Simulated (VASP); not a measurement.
# CdF2 (Fm-3m) in VASP: further runs, part 2 of 2

VASP 6.6.1. The steps go on from the part before.

## Step 3: Single point, BLYP (volume scaled by 0.96)

The input, INCAR:

```
PREC = Accurate
ENCUT = 520
EDIFF = 1E-7
ISMEAR = 0
SIGMA = 0.05
LREAL = F
LASPH = T
NELM = 80
ALGO = Normal
ISIF = 2
LWAVE = F
LCHARG = F
GGA = B5
ALDAX = 1.0
AGGAX = 1.0
AGGAC = 1.0
ALDAC = 0.0
NBANDS = 20
```

The input, KPOINTS:

```
Automatic mesh
0
Gamma
  8 8 8
```

The input, POSCAR:

```
CdF2
1.0
    0.0000000000      2.7290368226      2.7290368226
    2.7290368226      0.0000000000      2.7290368226
    2.7290368226      2.7290368226      0.0000000000
Cd F
1 2
Direct
    0.0000000000      0.0000000000      0.0000000000
    0.2500000000      0.2500000000      0.2500000000
    0.7500000000      0.7500000000      0.7500000000
```

Potentials or basis: VASP PAW PBE potentials, release 64 (Cd, F).

On the command line:

```sh
> cat potpaw_PBE.64/Cd/POTCAR potpaw_PBE.64/F/POTCAR > POTCAR
> mpirun -np 1 vasp_std > vasp.out
```

OUTCAR:

```text
PREC = Accurate
   ENCUT = 520
   EDIFF = 1E-7
   ISMEAR = 0
   LREAL = F
   LASPH = T
   NELM = 80
   ISIF = 2
   GGA = B5

 ion  position               nearest neighbor table
   1  0.000  0.000  0.000-   2 2.36   3 2.36   3 2.36   3 2.36   3 2.36   2 2.36   2 2.36   2 2.36

   2  0.250  0.250  0.250-   1 2.36   1 2.36   1 2.36   1 2.36
   3  0.750  0.750  0.750-   1 2.36   1 2.36   1 2.36   1 2.36

  LATTYP: Found a face centered cubic cell.
 ALAT       =     5.4580736452

  Lattice vectors:

 A1 = (   0.0000000000,   2.7290368226,   2.7290368226)
 A2 = (   2.7290368226,   0.0000000000,   2.7290368226)
 A3 = (   2.7290368226,   2.7290368226,   0.0000000000)

Analysis of symmetry for initial positions (statically):
=====================================================================
 Subroutine PRICEL returns:
 Original cell was already a primitive cell.

 Routine SETGRP: Setting up the symmetry group for a
 face centered cubic supercell.

 Subroutine GETGRP returns: Found 48 space group operations
[... 9 lines left out ...]

 Routine SETGRP: Setting up the symmetry group for a
 face centered cubic supercell.

 Subroutine GETGRP returns: Found 48 space group operations
[... 11 lines left out ...]
                                     Primitive cell

  volume of cell :      40.6498

  direct lattice vectors                    reciprocal lattice vectors
     0.000000000  2.729036823  2.729036823    -0.183214824  0.183214824  0.183214824
     2.729036823  0.000000000  2.729036823     0.183214824 -0.183214824  0.183214824
     2.729036823  2.729036823  0.000000000     0.183214824  0.183214824 -0.183214824

  length of vectors
     3.859440887  3.859440887  3.859440887     0.317337383  0.317337383  0.317337383

  position of ions in fractional coordinates (direct lattice)
[... 93 lines left out ...]
   NUPDOWN=      -1.0000    fix difference up-down
   EMIN   =  10.00;   EMAX   =-10.00  energy-range for DOS
   EFERMI =   0.00;   METHOD = LEGACY
   ISMEAR =     0;   SIGMA  =   0.05  broadening in eV -4-tet -1-fermi 0-gaus
   EFERMI_NEDOS =   21; number of points for ismear=-14 and -15
   IALGO  =     38    algorithm
   IMIX   =      4    mixing-type and parameters
     AMIX     =   0.40;   BMIX     =  1.00
     AMIX_MAG =   1.60;   BMIX_MAG =  1.00
  volume/ion in A,a.u.               =      13.55        91.44
  Fermi-wavevector in a.u.,A,eV,Ry     =   1.410522  2.665500 27.069777  1.989573
  Thomas-Fermi vector in A             =   2.532467
   LORBIT       =      0    0 simple, 1 ext, 2 COOP (PROOUT), +10 PAW based schemes
   GGA     = B5    functional components
   LHFCALC =     F    Hartree Fock is set to
   AEXX    =    0.0000 exact exchange contribution
   IVDW    =     0    specifies the selected vdW correction
   LEPSILON=     F    determine dielectric tensor
   LRPA    =     F    only Hartree local field effects (RPA)
 non-spin polarized calculation
 Gauss-broadening in eV      SIGMA  =   0.05
  energy-cutoff  :      520.00
  volume of cell :       40.65
 maximum number of plane-waves:      1108
 NGX is ok and might be reduce to    30
   NGX = 15   NGY = 15   NGZ = 15

 number of electron      25.9999989 magnetization

 Free energy of the ion-electron system (eV)
  ---------------------------------------------------
  ext. energy  EPLUGINS =         0.00000000
  ---------------------------------------------------
  free energy    TOTEN  =       -10.34158251 eV

  energy without entropy =      -10.34158251  energy(sigma->0) =      -10.34158251

 E-fermi :  -1.1673     XC(G=0):  -9.9085

 val. band max:       -1.3803445551   @ k =  -0.2500   0.5000   0.2500
 cond. band min:       1.6148842645   @ k =   0.0000   0.0000   0.0000
 fundamental gap:      2.9952288196
 Fermi energy:        -1.1673391995

 k-point     1 :       0.0000    0.0000    0.0000
  band No.  band energies     occupation
      1     -21.8491      2.00000
      2     -20.8440      2.00000
      3      -6.8527      2.00000
      4      -6.8527      2.00000
      5      -6.8527      2.00000
      6      -5.7994      2.00000
[... 541 lines left out ...]
     19      17.1414      0.00000
     20      20.7242      0.00000

 [... further k-points ...]

------------------------ aborting loop because EDIFF is reached ----------------------------------------

  FORCE on cell =-STRESS in cart. coord.  units (eV):
  Direction    XX          YY          ZZ          XY          YZ          ZX
  --------------------------------------------------------------------------------------
  -------------------------------------------------------------------------------------
  Total        1.1823868      1.1823868      1.1823868      0.0000000      0.0000000      0.0000000
  in kB       46.6027959     46.6027959     46.6027959      0.0000000      0.0000000      0.0000000
  external PRESSURE =      46.6027959 kB  Pullay stress =       0.0000000 kB

 VOLUME and BASIS-vectors are now :
 -----------------------------------------------------------------------------
  energy-cutoff  :      520.00
  volume of cell :       40.65
      direct lattice vectors                 reciprocal lattice vectors
     0.000000000  2.729036823  2.729036823    -0.183214824  0.183214824  0.183214824
     2.729036823  0.000000000  2.729036823     0.183214824 -0.183214824  0.183214824
     2.729036823  2.729036823  0.000000000     0.183214824  0.183214824 -0.183214824

 POSITION                                       TOTAL-FORCE (eV/Angst)
 -----------------------------------------------------------------------------------
      0.00000      0.00000      0.00000         0.000000      0.000000      0.000000
      1.36452      1.36452      1.36452         0.000000      0.000000      0.000000
      4.09356      4.09356      4.09356        -0.000000     -0.000000     -0.000000
 -----------------------------------------------------------------------------------
    total drift:                                0.000000     -0.000000      0.000000

  FREE ENERGIE OF THE ION-ELECTRON SYSTEM (eV)
  ---------------------------------------------------
  free  energy   TOTEN  =       -10.3415825087 eV

  energy  without entropy=      -10.3415825087  energy(sigma->0) =      -10.34158251
```

stdout:

```text
POSCAR found type information on POSCAR CdF
 POSCAR found :  2 types and       3 ions
 scaLAPACK will be used
 -----------------------------------------------------------------------------
|                                                                             |
|                                                                             |
|     You enforced a specific xc type in the INCAR file but a different       |
|     I HOPE YOU KNOW WHAT YOU ARE DOING!                                     |
|                                                                             |
 -----------------------------------------------------------------------------

 LDA part: xc-table for (Slater(with rela. corr.)+VWN5), standard interpolation
 POSCAR, INCAR and KPOINTS ok, starting setup
 FFT: planning ... GRIDC
 FFT: planning ... GRID_SOFT
 FFT: planning ... GRID
 WAVECAR not read
 entering main loop
```

It took 33 s on 1 thread of Intel Xeon Platinum 8488C (Sapphire Rapids), shared host; peak memory 0.17 GiB.

Results:

| Quantity | Value |
| --- | --- |
| Free energy | -10.3416 eV |
| Pressure | 4.7 GPa |
| Band gap on the k mesh | 3.00 eV, indirect (least direct gap 3.52 eV) |

Caveat: the cell differs from its parent crystal (volume scaled by 0.96); the PAW data sets were made with another functional, which shifts forces and pressure a little. A k mesh can miss the band edges.

## Step 4: Single point, revPBE+D4 (volume scaled by 1.02)

The input, INCAR:

```
PREC = Accurate
ENCUT = 520
EDIFF = 1E-6
ISMEAR = 0
SIGMA = 0.05
LREAL = False
LASPH = True
NELM = 80
ALGO = Normal
ISIF = 2
LWAVE = False
LCHARG = False
GGA = RE
IVDW = 13
NBANDS = 20
```

KPOINTS is that of step 3.

The input, POSCAR:

```
CdF2
1.0
    0.0000000000      2.7562352592      2.7562352592
    2.7562352592      0.0000000000      2.7562352592
    2.7562352592      2.7562352592      0.0000000000
Cd F
1 2
Direct
    0.0000000000      0.0000000000      0.0000000000
    0.2500000000      0.2500000000      0.2500000000
    0.7500000000      0.7500000000      0.7500000000
```

On the command line:

```sh
> cat potpaw_PBE.64/Cd/POTCAR potpaw_PBE.64/F/POTCAR > POTCAR
> mpirun -np 1 vasp_std > vasp.out
```

Run time: 29 s. Hardware: 1 thread of Intel Xeon Platinum 8488C (Sapphire Rapids), shared host; peak memory 0.18 GiB.

The run converged. Its results:

```
Free energy                : -11.0426 eV
Pressure                   : -1.3 GPa
Band gap on the k mesh     : 2.98 eV, indirect (least direct gap 3.56 eV)
Dispersion energy per atom : -0.326 eV
```

Levels at points of the mesh, in eV from the valence-band top:
```
           k point  band 11  band 12  band 13  band 14  band 15  band 16
(0.00, 0.00, 0.00)    -0.58    -0.58    -0.58     2.98    12.54    12.54
(0.50, 0.00, 0.00)    -1.58    -0.44    -0.44     6.75     9.15    14.04
(0.50, 0.50, 0.00)    -0.37    -0.08    -0.08     7.54     9.44    12.11
```

Caveat: the cell differs from its parent crystal (volume scaled by 1.02); the PAW data sets were made with another functional, which shifts forces and pressure a little. A k mesh can miss the band edges.

## Step 5: Single point, PBE+D3(BJ) (volume scaled by 1.04)

The input, INCAR:

```
PREC     = Accurate       # precision mode
ENCUT    = 520            # plane-wave cutoff, eV
EDIFF    = 1E-6           # SCF threshold, eV
ISMEAR   = 0              # smearing method
SIGMA    = 0.05           # smearing width, eV
LREAL    = F              # projectors in reciprocal space
LASPH    = T              # aspherical terms in the spheres
NELM     = 80             # most SCF steps
ALGO     = Normal         # electronic algorithm
ISIF     = 2              # what is computed and relaxed
LWAVE    = F              # write WAVECAR
LCHARG   = T              # write CHGCAR
GGA      = PE             # functional
IVDW     = 12             # dispersion correction
LELF     = T              # ELF
LVHAR    = T            
NBANDS   = 20             # bands
```

KPOINTS is that of step 4.

The input, POSCAR:

```
CdF2
1.0
    0.0000000000      2.7607051017      2.7607051017
    2.7607051017      0.0000000000      2.7607051017
    2.7607051017      2.7607051017      0.0000000000
Cd F
1 2
Direct
    0.0000000000      0.0000000000      0.0000000000
    0.2500000000      0.2500000000      0.2500000000
    0.7500000000      0.7500000000      0.7500000000
```

On the command line:

```sh
> cat potpaw_PBE.64/Cd/POTCAR potpaw_PBE.64/F/POTCAR > POTCAR
> mpirun -np 1 vasp_std > vasp.out
```

Wall time 24 s (1 thread of Intel Xeon Platinum 8488C (Sapphire Rapids), shared host); peak memory 0.18 GiB.

Results (log left out):

| Item | Value |
| --- | --- |
| Free energy | -11.3705 eV |
| Pressure | -3.3 GPa |
| Band gap on the k mesh | 2.81 eV, indirect (least direct gap 3.39 eV) |
| Dispersion energy per atom | -0.155 eV |

Levels at points of the mesh, in eV from the valence-band top:
| k point | band 9 | band 10 | band 11 | band 12 | band 13 | band 14 | band 15 | band 16 | band 17 | band 18 |
| --- | --- | --- | --- | --- | --- | --- | --- | --- | --- | --- |
| (0.00, 0.00, 0.00) | -0.80 | -0.80 | -0.58 | -0.58 | -0.58 | 2.81 | 12.34 | 12.34 | 12.34 | 16.97 |
| (0.50, 0.00, 0.00) | -1.97 | -1.58 | -1.58 | -0.44 | -0.44 | 6.62 | 8.90 | 13.86 | 13.86 | 17.67 |
| (0.50, 0.50, 0.00) | -2.59 | -2.59 | -0.37 | -0.08 | -0.08 | 7.40 | 9.25 | 11.76 | 13.63 | 13.63 |

Caveat: the cell differs from its parent crystal (volume scaled by 1.04); three body term missing. A k mesh can miss the band edges.

## Step 6: Single point, BLYP

This run uses another cell than the first one, of 14.11 Å³/atom, 1.026 times its volume.

The input, INCAR:

```
AGGAC = 1.0
AGGAX = 1.0
ALDAC = 0.0
ALDAX = 1.0
ALGO = Normal
EDIFF = 1E-6
ENCUT = 520
GGA = B5
ISIF = 2
ISMEAR = 0
LASPH = T
LCHARG = F
LREAL = F
LWAVE = F
NBANDS = 20
NELM = 60
PREC = Accurate
SIGMA = 0.05
```

The input, KPOINTS:

```
k-points
0
Gamma
  8 8 8
```

The input, POSCAR:

```
CdF2
1.0
    0.0000000000      2.7664255347      2.7664255347
    2.7664255347      0.0000000000      2.7664255347
    2.7664255347      2.7664255347      0.0000000000
Cd F
1 2
Direct
    0.0000000000      0.0000000000      0.0000000000
    0.2500000000      0.2500000000      0.2500000000
    0.7500000000      0.7500000000      0.7500000000
```

Potentials or basis: VASP PAW PBE potentials, release 64 (Cd, F).

On the command line:

```sh
> cat potpaw_PBE.64/Cd/POTCAR potpaw_PBE.64/F/POTCAR > POTCAR
> mpirun -np 1 vasp_std > vasp.out
```

Wall time 29 s (1 thread of Intel Xeon Platinum 8488C (Sapphire Rapids), shared host); peak memory 0.17 GiB.

It converged, with:

| Property | Result |
| --- | --- |
| Free energy | -10.3720 eV |
| Pressure | 0.5 GPa |
| Band gap on the k mesh | 2.84 eV, indirect (least direct gap 3.41 eV) |

Levels at points of the mesh, in eV from the valence-band top:
| k point | band 11 | band 12 | band 13 | band 14 | band 15 | band 16 |
| --- | --- | --- | --- | --- | --- | --- |
| (0.00, 0.00, 0.00) | -0.57 | -0.57 | -0.57 | 2.84 | 12.33 | 12.33 |
| (0.50, 0.00, 0.00) | -1.55 | -0.43 | -0.43 | 6.56 | 8.97 | 13.82 |
| (0.50, 0.50, 0.00) | -0.37 | -0.08 | -0.08 | 7.32 | 9.30 | 11.89 |

Caveat: the PAW data sets were made with another functional, which shifts forces and pressure a little.

## Step 7: The runs side by side

| level | cell | gap on the mesh (eV) | pressure (GPa) |
| --- | --- | --- | --- |
| PBE+D3(BJ) | a = 3.879 Å, angles 60.0°, 3 atoms | 2.88 | -1.6 |
| BLYP | a = 3.859 Å, angles 60.0°, 3 atoms | 3.00 | 4.7 |
| revPBE+D4 | a = 3.898 Å, angles 60.0°, 3 atoms | 2.98 | -1.3 |
| PBE+D3(BJ) | a = 3.904 Å, angles 60.0°, 3 atoms | 2.81 | -3.3 |
| BLYP | a = 3.912 Å, angles 60.0°, 3 atoms | 2.84 | 0.5 |

Alike in all rows: task single point; potentials or basis VASP PAW PBE potentials, release 64 (Cd, F); no spin polarisation; k mesh 8 × 8 × 8; cutoff (eV) 520; smearing gaussian 0.05 eV.

Caveats: the PAW data sets were made with another functional, which shifts forces and pressure a little (some runs); three body term missing (some runs).

Total energies depend on the potentials used, so only differences within one code and one set of settings carry meaning.
